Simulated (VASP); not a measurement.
# Ca in VASP: notebook

The runs below take Ca through single point, with PBE.

All numbers are computed with VASP 6.6.1; they aren't measurements. Logs are shortened: lines on timing, memory, paths and dates and some standing lists are left out, and cuts for length are marked.

**1. The cell of the first run**

The structure is cubic, space group Pm-3m (No. 221). The conventional cell has a = 3.588 Å, b = 3.588 Å, c = 3.588 Å, α = 90.00°, β = 90.00°, γ = 90.00°. Within 4.7 Å of Ca (site symmetry m-3m) lie 6 Ca at 3.59 Å.

This isn't the form of Ca at room conditions, which is fcc.

**2. Single point, PBE (strained)**

Contents of INCAR:

```
ALGO     = Normal         # electronic algorithm
EDIFF    = 1E-6           # SCF threshold, eV
ENCUT    = 520            # plane-wave cutoff, eV
GGA      = PE             # functional
ISIF     = 2              # what is computed and relaxed
ISMEAR   = 0              # smearing method
LASPH    = T              # aspherical terms in the spheres
LCHARG   = F              # write CHGCAR
LREAL    = F              # projectors in reciprocal space
LWAVE    = F              # write WAVECAR
NBANDS   = 11             # bands
NELM     = 60             # most SCF steps
PREC     = Accurate       # precision mode
SIGMA    = 0.1            # smearing width, eV
```

Contents of KPOINTS:

```
k-points
0
Gamma
  12 12 12
```

Contents of POSCAR:

```
Ca
1.0
    3.5881179323      0.0000000000      0.0000000000
    0.0000000000      3.5881179323      0.0000000000
    0.0000000000      0.0000000000      3.5881179323
Ca
1
Direct
    0.0000000000      0.0000000000      0.0000000000
```

Potentials or basis: VASP PAW PBE potentials, release 64 (Ca_sv).

Launch:

```
$ cat potpaw_PBE.64/Ca_sv/POTCAR > POTCAR
$ mpirun -np 1 vasp_std > vasp.out
```

OUTCAR:

```text
EDIFF = 1E-6
   ENCUT = 520
   GGA = PE
   ISIF = 2
   ISMEAR = 0
   LASPH = T
   LREAL = F
   NELM = 60
   PREC = Accurate

 ion  position               nearest neighbor table
   1  0.000  0.000  0.000-

  LATTYP: Found a simple cubic cell.
 ALAT       =     3.5881179323

  Lattice vectors:

 A1 = (   3.5881179323,   0.0000000000,   0.0000000000)
 A2 = (   0.0000000000,   3.5881179323,   0.0000000000)
 A3 = (   0.0000000000,   0.0000000000,   3.5881179323)

Analysis of symmetry for initial positions (statically):
=====================================================================
 Subroutine PRICEL returns:
 Original cell was already a primitive cell.

 Routine SETGRP: Setting up the symmetry group for a
 simple cubic supercell.

 Subroutine GETGRP returns: Found 48 space group operations
 (whereof 48 operations were pure point group operations)
 out of a pool of 48 trial point group operations.

The static configuration has the point symmetry O_h .

Analysis of symmetry for dynamics (positions and initial velocities):
=====================================================================
 Subroutine PRICEL returns:
 Original cell was already a primitive cell.

 Routine SETGRP: Setting up the symmetry group for a
 simple cubic supercell.

 Subroutine GETGRP returns: Found 48 space group operations
 (whereof 48 operations were pure point group operations)
 out of a pool of 48 trial point group operations.

The dynamic configuration has the point symmetry O_h .

 Subroutine INISYM returns: Found 48 space group operations
 (whereof 48 operations are pure point group operations),
 and found     1 'primitive' translations

----------------------------------------------------------------------------------------

                                     Primitive cell

  volume of cell :      46.1955

  direct lattice vectors                    reciprocal lattice vectors
     3.588117932  0.000000000  0.000000000     0.278697640  0.000000000  0.000000000
     0.000000000  3.588117932  0.000000000     0.000000000  0.278697640  0.000000000
     0.000000000  0.000000000  3.588117932     0.000000000  0.000000000  0.278697640

  length of vectors
     3.588117932  3.588117932  3.588117932     0.278697640  0.278697640  0.278697640

  position of ions in fractional coordinates (direct lattice)
     0.000000000  0.000000000  0.000000000

  ion indices of the primitive-cell ions
   primitive index   ion index
                 1           1

----------------------------------------------------------------------------------------

 KPOINTS: k-points

Automatic generation of k-mesh.
 Grid dimensions read from file:
 generate k-points for:   12   12   12

 Generating k-lattice:

  Cartesian coordinates                     Fractional coordinates (reciprocal lattice)
     0.023224803  0.000000000  0.000000000     0.083333333  0.000000000  0.000000000
     0.000000000  0.023224803  0.000000000     0.000000000  0.083333333  0.000000000
     0.000000000  0.000000000  0.023224803     0.000000000  0.000000000  0.083333333

  Length of vectors
     0.023224803  0.023224803  0.023224803

  Shift w.r.t. Gamma in fractional coordinates (k-lattice)
     0.000000000  0.000000000  0.000000000

 Subroutine IBZKPT returns following result:
 ===========================================

 Found     84 irreducible k-points:

 Following reciprocal coordinates:
            Coordinates               Weight
  0.000000  0.000000  0.000000      1.000000
  0.083333  0.000000  0.000000      6.000000
  0.166667  0.000000  0.000000      6.000000
  0.250000  0.000000  0.000000      6.000000
  0.333333  0.000000  0.000000      6.000000
  0.416667  0.000000  0.000000      6.000000
[... 16 lines left out ...]
  0.333333  0.333333  0.000000     12.000000
  0.416667  0.333333  0.000000     24.000000
 [... further k-points ...]
   k-points           NKPTS =     84   k-points in BZ     NKDIM =     84   number of bands    NBANDS=     11
   number of dos      NEDOS =    301   number of ions     NIONS =      1
   total plane-waves  NPLWV =  21952
   dimension x,y,z NGX =    28 NGY =   28 NGZ =   28
   dimension x,y,z NGXF=    56 NGYF=   56 NGZF=   56
   ions per type =               1
   NGX,Y,Z   is equivalent  to a cutoff of  12.97, 12.97, 12.97 a.u.
   NGXF,Y,Z  is equivalent  to a cutoff of  25.95, 25.95, 25.95 a.u.
 SYSTEM =  unknown system
   PREC   = accura    normal or accurate (medium, high low for compatibility)
   ISTART =      0    job   : 0-new  1-cont  2-samecut
   ICHARG =      2    charge: 1-file 2-atom 10-const
   ISPIN  =      1    spin polarized calculation?
   LNONCOLLINEAR =      F non collinear calculations
   LSORBIT =      F    spin-orbit coupling
   LASPH  =      T    aspherical Exc in radial PAW
   ENCUT  =  520.0 eV  38.22 Ry    6.18 a.u.   6.67  6.67  6.67*2*pi/ulx,y,z
   NELM   =     60;   NELMIN=  2; NELMDL= -5     # of ELM steps
   EDIFF  = 0.1E-05   stopping-criterion for ELM
   LREAL  =      F    real-space projection
   EDIFFG = 0.1E-04   stopping-criterion for IOM
   NSW    =      0    number of steps for IOM
   IBRION =     -1    ionic relax: 0-MD 1-quasi-New 2-CG
   NFREE  =      0    steps in history (QN), initial steepest desc. (CG)
   ISIF   =      2    stress and relaxation
   ISYM   =      2    0-nonsym 1-usesym 2-fastsym
   POTIM  = 0.5000    time-step for ionic-motion
   TEBEG  =    0.0;   TEEND  =   0.0 temperature during run
   PSTRESS=    0.0 pullay stress
   NELECT =      10.0000    total number of electrons
   NUPDOWN=      -1.0000    fix difference up-down
   EMIN   =  10.00;   EMAX   =-10.00  energy-range for DOS
   EFERMI =   0.00;   METHOD = LEGACY
   ISMEAR =     0;   SIGMA  =   0.10  broadening in eV -4-tet -1-fermi 0-gaus
   EFERMI_NEDOS =   21; number of points for ismear=-14 and -15
   IALGO  =     38    algorithm
   IMIX   =      4    mixing-type and parameters
     AMIX     =   0.40;   BMIX     =  1.00
     AMIX_MAG =   1.60;   BMIX_MAG =  1.00
  volume/ion in A,a.u.               =      46.20       311.74
  Fermi-wavevector in a.u.,A,eV,Ry     =   0.982973  1.857549 13.146430  0.966235
  Thomas-Fermi vector in A             =   2.114096
   LORBIT       =      0    0 simple, 1 ext, 2 COOP (PROOUT), +10 PAW based schemes
   GGA     = PE    functional components
   LHFCALC =     F    Hartree Fock is set to
   AEXX    =    0.0000 exact exchange contribution
   IVDW    =     0    specifies the selected vdW correction
   LEPSILON=     F    determine dielectric tensor
   LRPA    =     F    only Hartree local field effects (RPA)
 non-spin polarized calculation
 Gauss-broadening in eV      SIGMA  =   0.10
  energy-cutoff  :      520.00
  volume of cell :       46.20
 maximum number of plane-waves:      1261
 NGX is ok and might be reduce to    28
   NGX = 13   NGY = 13   NGZ = 13

 number of electron      10.0000002 magnetization

 Free energy of the ion-electron system (eV)
  ---------------------------------------------------
  ext. energy  EPLUGINS =         0.00000000
  ---------------------------------------------------
  free energy    TOTEN  =        -1.53360076 eV

  energy without entropy =       -1.52733057  energy(sigma->0) =       -1.53046567

 E-fermi :   1.5516     XC(G=0):  -7.4374

 val. band max:        1.5515116973   @ k =   0.4167   0.4167   0.2500
 cond. band min:       1.5613563041   @ k =   0.4167   0.0833   0.0833
 fundamental gap:      0.0098446069
 Fermi energy:         1.5515607548

 k-point     1 :       0.0000    0.0000    0.0000
  band No.  band energies     occupation
      1     -40.8077      2.00000
      2     -21.7107      2.00000
      3     -21.7107      2.00000
      4     -21.7107      2.00000
      5      -2.2136      2.00000
      6       2.3625      0.00000
      7       2.3625      0.00000
      8       5.3905      0.00000
      9       5.3905      0.00000
     10       5.3905      0.00000
     11       9.6831      0.00000

 k-point     2 :       0.0833    0.0000    0.0000
  band No.  band energies     occupation
      1     -40.8068      2.00000
      2     -21.7222      2.00000
      3     -21.7098      2.00000
      4     -21.7098      2.00000
      5      -2.1206      2.00000
      6       2.3874      0.00000
      7       2.3905      0.00000
      8       5.2894      0.00000
      9       5.2894      0.00000
     10       5.3972      0.00000
     11       9.0519      0.00000

 k-point     3 :       0.1667    0.0000    0.0000
  band No.  band energies     occupation
      1     -40.8043      2.00000
      2     -21.7535      2.00000
      3     -21.7071      2.00000
      4     -21.7071      2.00000
      5      -1.8473      2.00000
      6       2.4249      0.00000
      7       2.4690      0.00000
      8       5.0410      0.00000
      9       5.0410      0.00000
     10       5.4155      0.00000
     11       7.9728      0.00000

 k-point     4 :       0.2500    0.0000    0.0000
  band No.  band energies     occupation
      1     -40.8009      2.00000
      2     -21.7959      2.00000
      3     -21.7035      2.00000
      4     -21.7035      2.00000
      5      -1.4102      2.00000
      6       2.3601      0.00000
      7       2.5812      0.00000
      8       4.7491      0.00000
      9       4.7491      0.00000
     10       5.4407      0.00000
     11       7.0790      0.00000

 k-point     5 :       0.3333    0.0000    0.0000
  band No.  band energies     occupation
      1     -40.7974      2.00000
      2     -21.8380      2.00000
      3     -21.7000      2.00000
      4     -21.7000      2.00000
      5      -0.8362      2.00000
      6       2.0482      0.00000
      7       2.7001      0.00000
      8       4.4947      0.00000
      9       4.4947      0.00000
     10       5.4662      0.00000
     11       6.5803      0.00000
[... 211 lines left out ...]
 k-point    21 :       0.4167    0.2500    0.0000
  band No.  band energies     occupation
      1     -40.7882      2.00000
      2     -21.8583      2.00000
      3     -21.7794      2.00000
      4     -21.6905      2.00000
      5       0.4974      2.00000
      6       1.7837      0.00103
      7       3.1498      0.00000
      8       3.9068      0.00000
      9       4.4518      0.00000
     10       4.9557      0.00000
     11       6.5229      0.00000

 k-point    22 :       0.5000    0.2500    0.0000
  band No.  band energies     occupation
      1     -40.7873      2.00000
      2     -21.8692      2.00000
      3     -21.7782      2.00000
      4     -21.6895      2.00000
      5       1.1398      2.00000
      6       1.1661      2.00000
      7       3.2079      0.00000
      8       3.9279      0.00000
      9       4.3978      0.00000
     10       4.9674      0.00000
     11       6.3793      0.00000

 k-point    23 :       0.3333    0.3333    0.0000
  band No.  band energies     occupation
      1     -40.7873      2.00000
      2     -21.8250      2.00000
      3     -21.8221      2.00000
      4     -21.6896      2.00000
      5       0.3562      2.00000
      6       2.2319      0.00000
      7       3.1988      0.00000
      8       3.7476      0.00000
      9       4.6234      0.00000
     10       4.7355      0.00000
     11       6.8152      0.00000

 k-point    24 :       0.4167    0.3333    0.0000
  band No.  band energies     occupation
      1     -40.7848      2.00000
      2     -21.8532      2.00000
      3     -21.8200      2.00000
      4     -21.6870      2.00000
      5       0.8633      2.00000
      6       1.9610      0.00000
      7       3.3580      0.00000
      8       3.7690      0.00000
      9       4.5168      0.00000
     10       4.7303      0.00000
     11       6.4513      0.00000

 [... further k-points ...]
[... 5 lines left out ...]
  --------------------------------------------------------------------------------------
  -------------------------------------------------------------------------------------
  Total       -0.1820005     -0.1820005     -0.1820005      0.0000000      0.0000000     -0.0000000
  in kB       -6.3122329     -6.3122329     -6.3122329      0.0000000      0.0000000     -0.0000000
  external PRESSURE =      -6.3122329 kB  Pullay stress =       0.0000000 kB

 VOLUME and BASIS-vectors are now :
 -----------------------------------------------------------------------------
  energy-cutoff  :      520.00
  volume of cell :       46.20
      direct lattice vectors                 reciprocal lattice vectors
     3.588117932  0.000000000  0.000000000     0.278697640  0.000000000  0.000000000
     0.000000000  3.588117932  0.000000000     0.000000000  0.278697640  0.000000000
     0.000000000  0.000000000  3.588117932     0.000000000  0.000000000  0.278697640

 POSITION                                       TOTAL-FORCE (eV/Angst)
 -----------------------------------------------------------------------------------
      0.00000      0.00000      0.00000         0.000000      0.000000      0.000000
 -----------------------------------------------------------------------------------
    total drift:                               -0.000000     -0.000000     -0.000000

  FREE ENERGIE OF THE ION-ELECTRON SYSTEM (eV)
  ---------------------------------------------------
  free  energy   TOTEN  =        -1.5336007605 eV

  energy  without entropy=       -1.5273305748  energy(sigma->0) =       -1.53046567
```

Run time: 26 s. Hardware: 1 thread of Intel Xeon Platinum 8175M at 2.50GHz (Skylake/Cascade Lake), shared host; peak memory 0.18 GiB.

Results:

| Item | Value |
| --- | --- |
| Free energy | -1.5336 eV |
| Pressure | -0.6 GPa |
| Band gap on the k mesh | zero (bands 5 and 6 overlap by 1.23 eV) |

Caveat: the cell differs from its parent crystal (strained).

(Part 1 of 2 ends here.)
